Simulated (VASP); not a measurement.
# MgO (P6_3mc) in VASP: a series of runs

The runs below take MgO through single point, with PBEsol.

All numbers are computed with VASP 6.6.1; they aren't measurements. Logs are shortened: lines on timing, memory, paths and dates and some standing lists are left out, and cuts for length are marked.

### Step 1. The cell of the first run

The structure is hexagonal, space group P6_3mc (No. 186). Conventional cell: a = 3.301 Å, b = 3.301 Å, c = 5.028 Å, α = 90.00°, β = 90.00°, γ = 120.00°. Mg (site symmetry 3m) has 4 O at 1.98 to 1.99 Å within 2.6 Å. Within 2.6 Å of O (site symmetry 3m) lie 4 Mg at 1.98 to 1.99 Å.

### Step 2. Single point, PBEsol

Contents of INCAR:

```
  PREC = Accurate
  ENCUT = 520
  EDIFF = 1E-7
  ISMEAR = 0
  SIGMA = 0.02
  LREAL = F
  LASPH = T
  NELM = 60
  ALGO = Normal
  ISIF = 2
  LWAVE = F
  LCHARG = F
  GGA = PS
  NBANDS = 16
```

Contents of KPOINTS:

```
regular mesh
0
Gamma
  9 9 6
```

Contents of POSCAR:

```
MgO
1.0
    3.3008543465      0.0000000000      0.0000000000
   -1.6504271733      2.8586237183      0.0000000000
    0.0000000000      0.0000000000      5.0282052851
Mg O
2 2
Direct
    0.3333333333      0.6666666667      0.4912900067
    0.6666666667      0.3333333333     -0.0087099933
    0.6666666667      0.3333333333      0.3877199933
    0.3333333333      0.6666666667      0.8877199933
```

Potentials or basis: VASP PAW PBE potentials, release 64 (Mg, O).

Command:

```console
> cat potpaw_PBE.64/Mg/POTCAR potpaw_PBE.64/O/POTCAR > POTCAR
> mpirun -np 1 vasp_std > vasp.out
```

OUTCAR:

```text
PREC = Accurate
   ENCUT = 520
   EDIFF = 1E-7
   ISMEAR = 0
   LREAL = F
   LASPH = T
   NELM = 60
   ISIF = 2
   GGA = PS

 ion  position               nearest neighbor table
   1  0.333  0.667  0.491-   3 1.98   3 1.98   3 1.98   4 1.99   2 3.15   2 3.15   2 3.15   2 3.15
                             2 3.15   2 3.15
   2  0.667  0.333  0.991-   4 1.98   4 1.98   4 1.98   3 1.99   1 3.15   1 3.15   1 3.15   1 3.15
                             1 3.15   1 3.15
   3  0.667  0.333  0.388-   1 1.98   1 1.98   1 1.98   2 1.99
   4  0.333  0.667  0.888-   2 1.98   2 1.98   2 1.98   1 1.99

  LATTYP: Found a hexagonal cell.
 ALAT       =     3.3008543465
 C/A-ratio  =     1.5233041986

  Lattice vectors:

 A1 = (   3.3008543465,   0.0000000000,   0.0000000000)
 A2 = (  -1.6504271733,   2.8586237183,   0.0000000000)
 A3 = (   0.0000000000,   0.0000000000,   5.0282052851)

Analysis of symmetry for initial positions (statically):
=====================================================================
 Subroutine PRICEL returns:
 Original cell was already a primitive cell.

 Routine SETGRP: Setting up the symmetry group for a
 hexagonal supercell.

 Subroutine GETGRP returns: Found 12 space group operations
 (whereof  6 operations were pure point group operations)
 out of a pool of 24 trial point group operations.

The static configuration has the point symmetry C_3v.
 The point group associated with its full space group is C_6v.

Analysis of symmetry for dynamics (positions and initial velocities):
=====================================================================
 Subroutine PRICEL returns:
 Original cell was already a primitive cell.

 Routine SETGRP: Setting up the symmetry group for a
 hexagonal supercell.

 Subroutine GETGRP returns: Found 12 space group operations
 (whereof  6 operations were pure point group operations)
 out of a pool of 24 trial point group operations.

The dynamic configuration has the point symmetry C_3v.
 The point group associated with its full space group is C_6v.

 Subroutine INISYM returns: Found 12 space group operations
 (whereof  6 operations are pure point group operations),
 and found     1 'primitive' translations

----------------------------------------------------------------------------------------

                                     Primitive cell

  volume of cell :      47.4456

  direct lattice vectors                    reciprocal lattice vectors
     3.300854346  0.000000000  0.000000000     0.302951871  0.174909344  0.000000000
    -1.650427173  2.858623718  0.000000000     0.000000000  0.349818688  0.000000000
     0.000000000  0.000000000  5.028205285     0.000000000  0.000000000  0.198878117

  length of vectors
     3.300854346  3.300854347  5.028205285     0.349818688  0.349818688  0.198878117

  position of ions in fractional coordinates (direct lattice)
     0.333333333  0.666666667  0.491290007
     0.666666667  0.333333333  0.991290007
     0.666666667  0.333333333  0.387719993
     0.333333333  0.666666667  0.887719993

  ion indices of the primitive-cell ions
   primitive index   ion index
                 1           1
                 2           2
                 3           3
                 4           4

----------------------------------------------------------------------------------------

 KPOINTS: regular mesh

Automatic generation of k-mesh.
 Grid dimensions read from file:
 generate k-points for:    9    9    6

 Generating k-lattice:

  Cartesian coordinates                     Fractional coordinates (reciprocal lattice)
     0.033661319  0.019434372  0.000000000     0.111111111 -0.000000000  0.000000000
     0.000000000  0.038868743  0.000000000     0.000000000  0.111111111  0.000000000
     0.000000000  0.000000000  0.033146353     0.000000000  0.000000000  0.166666667

  Length of vectors
     0.038868743  0.038868743  0.033146353

  Shift w.r.t. Gamma in fractional coordinates (k-lattice)
     0.000000000  0.000000000  0.000000000

 Subroutine IBZKPT returns following result:
 ===========================================

 Found     48 irreducible k-points:

 Following reciprocal coordinates:
            Coordinates               Weight
  0.000000  0.000000  0.000000      1.000000
  0.111111 -0.000000  0.000000      6.000000
  0.222222 -0.000000  0.000000      6.000000
  0.333333 -0.000000  0.000000      6.000000
  0.444444 -0.000000  0.000000      6.000000
  0.111111  0.111111  0.000000      6.000000
[... 16 lines left out ...]
  0.333333  0.222222  0.166667     24.000000
  0.333333  0.333333  0.166667      4.000000
 [... further k-points ...]
   k-points           NKPTS =     48   k-points in BZ     NKDIM =     48   number of bands    NBANDS=     16
   number of dos      NEDOS =    301   number of ions     NIONS =      4
   total plane-waves  NPLWV =  31360
   dimension x,y,z NGX =    28 NGY =   28 NGZ =   40
   dimension x,y,z NGXF=    56 NGYF=   56 NGZF=   80
   ions per type =               2   2
   NGX,Y,Z   is equivalent  to a cutoff of  14.10, 14.10, 13.23 a.u.
   NGXF,Y,Z  is equivalent  to a cutoff of  28.20, 28.20, 26.45 a.u.
 SYSTEM =  unknown system
   PREC   = accura    normal or accurate (medium, high low for compatibility)
   ISTART =      0    job   : 0-new  1-cont  2-samecut
   ICHARG =      2    charge: 1-file 2-atom 10-const
   ISPIN  =      1    spin polarized calculation?
   LNONCOLLINEAR =      F non collinear calculations
   LSORBIT =      F    spin-orbit coupling
   LASPH  =      T    aspherical Exc in radial PAW
   ENCUT  =  520.0 eV  38.22 Ry    6.18 a.u.   6.14  6.14  9.35*2*pi/ulx,y,z
   NELM   =     60;   NELMIN=  2; NELMDL= -5     # of ELM steps
   EDIFF  = 0.1E-06   stopping-criterion for ELM
   LREAL  =      F    real-space projection
   EDIFFG = 0.1E-05   stopping-criterion for IOM
   NSW    =      0    number of steps for IOM
   IBRION =     -1    ionic relax: 0-MD 1-quasi-New 2-CG
   NFREE  =      0    steps in history (QN), initial steepest desc. (CG)
   ISIF   =      2    stress and relaxation
   ISYM   =      2    0-nonsym 1-usesym 2-fastsym
   POTIM  = 0.5000    time-step for ionic-motion
   TEBEG  =    0.0;   TEEND  =   0.0 temperature during run
   PSTRESS=    0.0 pullay stress
   NELECT =      16.0000    total number of electrons
   NUPDOWN=      -1.0000    fix difference up-down
   EMIN   =  10.00;   EMAX   =-10.00  energy-range for DOS
   EFERMI =   0.00;   METHOD = LEGACY
   ISMEAR =     0;   SIGMA  =   0.02  broadening in eV -4-tet -1-fermi 0-gaus
   EFERMI_NEDOS =   21; number of points for ismear=-14 and -15
   IALGO  =     38    algorithm
   IMIX   =      4    mixing-type and parameters
     AMIX     =   0.40;   BMIX     =  1.00
     AMIX_MAG =   1.60;   BMIX_MAG =  1.00
  volume/ion in A,a.u.               =      11.86        80.04
  Fermi-wavevector in a.u.,A,eV,Ry     =   1.139504  2.153351 17.666763  1.298470
  Thomas-Fermi vector in A             =   2.276208
   LORBIT       =      0    0 simple, 1 ext, 2 COOP (PROOUT), +10 PAW based schemes
   GGA     = PS    functional components
   LHFCALC =     F    Hartree Fock is set to
   AEXX    =    0.0000 exact exchange contribution
   IVDW    =     0    specifies the selected vdW correction
   LEPSILON=     F    determine dielectric tensor
   LRPA    =     F    only Hartree local field effects (RPA)
 non-spin polarized calculation
 Gauss-broadening in eV      SIGMA  =   0.02
  energy-cutoff  :      520.00
  volume of cell :       47.45
 maximum number of plane-waves:      1296
 NGX is ok and might be reduce to    28
   NGX = 13   NGY = 13   NGZ = 19

 number of electron      15.9999997 magnetization

 Free energy of the ion-electron system (eV)
  ---------------------------------------------------
  ext. energy  EPLUGINS =         0.00000000
  ---------------------------------------------------
  free energy    TOTEN  =       -24.55049756 eV

  energy without entropy =      -24.55049756  energy(sigma->0) =      -24.55049756

 E-fermi :   1.0695     XC(G=0):  -9.9568

 val. band max:        0.9589892956   @ k =   0.0000   0.0000   0.0000
 cond. band min:       4.3232882751   @ k =   0.0000   0.0000   0.0000
 fundamental gap:      3.3642989796
 Fermi energy:         1.0695449660

 k-point     1 :       0.0000    0.0000    0.0000
  band No.  band energies     occupation
      1     -15.1776      2.00000
      2     -14.3737      2.00000
      3      -2.3354      2.00000
      4       0.2435      2.00000
      5       0.2435      2.00000
      6       0.5678      2.00000
[... 8 lines left out ...]
     15      17.3633      0.00000
     16      17.3633      0.00000

 k-point     2 :       0.1111   -0.0000    0.0000
  band No.  band energies     occupation
      1     -15.1152      2.00000
      2     -14.3520      2.00000
      3      -2.2137      2.00000
      4      -0.0699      2.00000
      5       0.1612      2.00000
      6       0.1892      2.00000
[... 8 lines left out ...]
     15      17.0479      0.00000
     16      17.2980      0.00000

 k-point     3 :       0.2222   -0.0000    0.0000
  band No.  band energies     occupation
      1     -14.9468      2.00000
      2     -14.3026      2.00000
      3      -1.8708      2.00000
      4      -0.8878      2.00000
      5      -0.3793      2.00000
      6      -0.0125      2.00000
[... 8 lines left out ...]
     15      15.9425      0.00000
     16      16.3331      0.00000

 k-point     4 :       0.3333   -0.0000    0.0000
  band No.  band energies     occupation
      1     -14.7286      2.00000
      2     -14.2649      2.00000
      3      -1.6656      2.00000
      4      -1.3636      2.00000
      5      -0.8838      2.00000
      6      -0.1804      2.00000
[... 8 lines left out ...]
     15      15.2691      0.00000
     16      16.4960      0.00000
[... 324 lines left out ...]
 k-point    22 :       0.2222    0.2222    0.1667
  band No.  band energies     occupation
      1     -14.5957      2.00000
      2     -14.2818      2.00000
      3      -1.6801      2.00000
      4      -1.5254      2.00000
      5      -0.5455      2.00000
      6      -0.4810      2.00000
[... 8 lines left out ...]
     15      14.7133      0.00000
     16      17.3017      0.00000

 k-point    23 :       0.3333    0.2222    0.1667
  band No.  band energies     occupation
      1     -14.4488      2.00000
      2     -14.2947      2.00000
      3      -1.8777      2.00000
      4      -1.3468      2.00000
      5      -0.9081      2.00000
      6      -0.2819      2.00000
[... 8 lines left out ...]
     15      14.4279      0.00000
     16      17.2940      0.00000

 k-point    24 :       0.3333    0.3333    0.1667
  band No.  band energies     occupation
      1     -14.3487      2.00000
      2     -14.3487      2.00000
      3      -1.7190      2.00000
      4      -1.2235      2.00000
      5      -1.2235      2.00000
      6      -0.4565      2.00000
[... 8 lines left out ...]
     15      14.2784      0.00000
     16      18.1769      0.00000

 [... further k-points ...]
[... 5 lines left out ...]
  --------------------------------------------------------------------------------------
  -------------------------------------------------------------------------------------
  Total       -0.0804169     -0.0804169     -0.0865676      0.0000000      0.0000000      0.0000000
  in kB       -2.7155741     -2.7155741     -2.9232753      0.0000000      0.0000000      0.0000000
  external PRESSURE =      -2.7848078 kB  Pullay stress =       0.0000000 kB

 VOLUME and BASIS-vectors are now :
 -----------------------------------------------------------------------------
  energy-cutoff  :      520.00
  volume of cell :       47.45
      direct lattice vectors                 reciprocal lattice vectors
     3.300854346  0.000000000  0.000000000     0.302951871  0.174909344  0.000000000
    -1.650427173  2.858623718  0.000000000     0.000000000  0.349818688  0.000000000
     0.000000000  0.000000000  5.028205285     0.000000000  0.000000000  0.198878117

 POSITION                                       TOTAL-FORCE (eV/Angst)
 -----------------------------------------------------------------------------------
     -0.00000      1.90575      2.47031        -0.000000      0.000000      0.000249
      1.65043      0.95287      4.98441        -0.000000     -0.000000      0.000249
      1.65043      0.95287      1.94954         0.000000     -0.000000     -0.000249
     -0.00000      1.90575      4.46364        -0.000000      0.000000     -0.000249
 -----------------------------------------------------------------------------------
    total drift:                                0.000000     -0.000000      0.001564

  FREE ENERGIE OF THE ION-ELECTRON SYSTEM (eV)
  ---------------------------------------------------
  free  energy   TOTEN  =       -24.5504975592 eV

  energy  without entropy=      -24.5504975592  energy(sigma->0) =      -24.55049756
```

Wall time 18 s (1 thread of Intel Xeon 6975P-C (Granite Rapids), shared host); peak memory 0.19 GiB.

What came out:

```
Free energy            : -24.5505 eV
Pressure               : -0.3 GPa
Band gap on the k mesh : 3.36 eV, direct
```

Caveat: the PAW data sets were made with another functional, which shifts forces and pressure a little. A k mesh can miss the band edges.

(Continued in part 2 of 2.)
